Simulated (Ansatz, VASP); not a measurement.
## Two plane-wave programs on SnSe

Contents of INCAR:

```
ALGO = Normal
EDIFF = 1E-6
ENCUT = 520
ISIF = 2
ISMEAR = -1
LASPH = T
LCHARG = T
LELF = T
LREAL = F
LVHAR = T
LWAVE = F
NBANDS = 17
NELM = 80
PREC = Accurate
SIGMA = 0.05
```

Contents of KPOINTS:

```
k-points
0
Gamma
  8 8 8
```

Contents of POSCAR:

```
SnSe
1.0
    0.0000000000      3.0299343558      3.0299343558
    3.0299343558      0.0000000000      3.0299343558
    3.0299343558      3.0299343558      0.0000000000
Sn Se
1 1
Direct
    0.0000000000      0.0000000000      0.0000000000
    0.5000000000      0.5000000000      0.5000000000
```

input.yaml

```yaml
crystal:
  lattice:
    - [0.0, 3.0299343558, 3.0299343558]
    - [3.0299343558, 0.0, 3.0299343558]
    - [3.0299343558, 3.0299343558, 0.0]
  atoms:
    - { symbol: Sn, position: [0.0, 0.0, 0.0] }
    - { symbol: Se, position: [0.5, 0.5, 0.5] }
hamiltonian:
  xc: lda
  pseudopotentials: { kind: paw }
kpoints:
  mp_grid: { grid: [8, 8, 8] }
scf:
  occupations: { method: fermi_dirac, width: 0.05 }
output:
  forces: true
  stress: true
  eigenvalues: true
  write_density: true
  write_potential: true
  elf: true
  volumetric_format: npy
```

Alike in both runs: task single point; functional LDA; k mesh 8 × 8 × 8; occupations fermi-dirac, width 0.05 eV; no spin polarisation.

|  | VASP | Ansatz |
| --- | --- | --- |
| version | VASP 6.6.1 | Ansatz 0.2.0 |
| potentials or method | VASP PAW LDA potentials, release 64 (Sn_d, Se) | Ansatz PAW |
| plane-wave cutoff (eV) | 520 | 420 |
| valence electrons in the cell | 20 | 30 |

Ansatz gave:

| Property | Result |
| --- | --- |
| gap on the k mesh at the Fermi level (eV) | 0.53 |
| least direct gap on the mesh (eV) | 0.53 |
| pressure (GPa) | -4.2 |

Estimate VASP's values.

gap on the k mesh at the Fermi level (eV): 0.55; least direct gap on the mesh (eV): 0.55; pressure (GPa): -4.1.

LDA's correlation is that of Perdew and Zunger in VASP and of Perdew and Wang (1992) in Ansatz. VASP's potentials hold 20 valence electrons a cell and Ansatz's 30, so a difference there can come from the potentials and not from the codes.
